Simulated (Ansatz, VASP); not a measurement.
**ZnS: VASP beside Ansatz**

INCAR

```
SYSTEM = ZnS
PREC = Accurate
ENCUT = 520
EDIFF = 1E-7
ISMEAR = 0
SIGMA = 0.05
LREAL = .False.
LASPH = .True.
NELM = 80
ALGO = Normal
ISIF = 2
LWAVE = .False.
LCHARG = .False.
NBANDS = 26
```

The input KPOINTS:

```
Automatic mesh
0
Gamma
  12 12 6
  0 0 0
```

POSCAR

```
ZnS
1.0
    3.8109987816      0.0000000000      0.0000000000
   -1.9054993908      3.3004217586      0.0000000000
    0.0000000000      0.0000000000      6.2340000000
Zn S
2 2
Direct
    0.4317327350      0.6666666667      0.0000000000
    0.7650660684      0.3333333333      0.5000000000
    0.3333333333      0.6666666667      0.3850000000
    0.6666666667      0.3333333333      0.8850000000
```

Input for Ansatz:

```yaml
crystal:
  lattice:
    - [3.8109987816, 0.0, 0.0]
    - [-1.9054993908, 3.3004217586, 0.0]
    - [0.0, 0.0, 6.234]
  atoms:
    - { symbol: Zn, position: [0.431732735, 0.6666666667, 0.0] }
    - { symbol: Zn, position: [0.7650660684, 0.3333333333, 0.5] }
    - { symbol: S, position: [0.3333333333, 0.6666666667, 0.385] }
    - { symbol: S, position: [0.6666666667, 0.3333333333, 0.885] }
basis:
  ecutwfc: 420
kpoints:
  mp_grid: { grid: [12, 12, 6] }
hamiltonian:
  xc: lda
scf:
  occupations: { method: gaussian, width: 0.05 }
output:
  forces: true
  stress: true
  eigenvalues: true
  write_density: true
  write_potential: true
  elf: true
  volumetric_format: npy
```

Change from the starting cell: all Zn atoms moved +0.375 Å, as atom 1 along Cartesian [1 0 0].

Alike in both runs: task single point; functional LDA; k mesh 12 × 12 × 6; occupations gaussian, width 0.05 eV; no spin polarisation.

```csv
,VASP,Ansatz
version,VASP 6.6.1,Ansatz 0.2.0
potentials or method,"VASP PAW LDA potentials, release 64 (Zn, S), cutoff 520 eV","scalar-relativistic, plane waves, PAW"
valence electrons in the cell,36,36
```

|  | VASP | Ansatz | Ansatz less VASP |
| --- | --- | --- | --- |
| gap on the k mesh at the Fermi level (eV) | 1.95 | 1.92 | -0.032 |
| least direct gap on the mesh (eV) | 1.95 | 1.92 | -0.032 |
| pressure (GPa) | 2.1 | 1.8 | -0.28 |
| traceless stress, the component that is largest in VASP (GPa) | -6.54 | -6.44 | +0.106 |
| rms of the force components (eV/Å) | 2.088 | 2.068 | -0.0198 |

LDA's correlation is that of Perdew and Zunger in VASP and of Perdew and Wang (1992) in Ansatz. Atom by atom the forces differ by 0.020 eV/Å (rms over components).
